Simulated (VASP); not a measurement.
Wanted: the native input for a VASP 6.6.1 run.

```yaml
Task: single point
Functional: PBE
Potentials_or_basis: VASP PAW PBE potentials, release 64 (Lu)
Cutoff: 520 eV
k_mesh: 13 × 13 × 13
Occupations: fermi-dirac, width 0.1 eV
Spin: no spin polarisation
Dipole_correction: no
Further_INCAR_settings: ALGO = Normal; EDIFF = 1e-07; NBANDS = 18
```

The structure of Lu lies in POSCAR:

```
Lu
1.0
   -2.0256873178      2.0256873178      2.0256873178
    2.0256873178     -2.0256873178      2.0256873178
    2.0256873178      2.0256873178     -2.0256873178
Lu
1
Direct
    0.0000000000      0.0000000000      0.0000000000
```

This isn't the form of Lu at room conditions, which is hcp.

The input as run:

INCAR

```
  ALGO = Normal
  EDIFF = 1E-7
  ENCUT = 520
  GGA = PE
  ISIF = 2
  ISMEAR = -1
  LASPH = T
  LCHARG = F
  LREAL = F
  LWAVE = F
  NBANDS = 18
  NELM = 60
  PREC = Accurate
  SIGMA = 0.1
```

KPOINTS

```
k-points
0
Gamma
  13 13 13
```

Potentials or basis: VASP PAW PBE potentials, release 64 (Lu).

Launch:

```sh
$ cat potpaw_PBE.64/Lu/POTCAR > POTCAR
$ mpirun -np 1 vasp_std > vasp.out
```

It gave:

- Pressure: -4.0 GPa
- Band gap on the k mesh: zero (an odd number of electrons rules out a gap without spin polarisation)

Caveat: the cell stands under tension; spin-orbit coupling is left out, which moves the levels of the heavy elements.

Wall time 28 s on 1 thread of Intel(R) Xeon(R) 6975P-C (Granite Rapids), with other jobs on the host, peak memory 0.21 GiB.
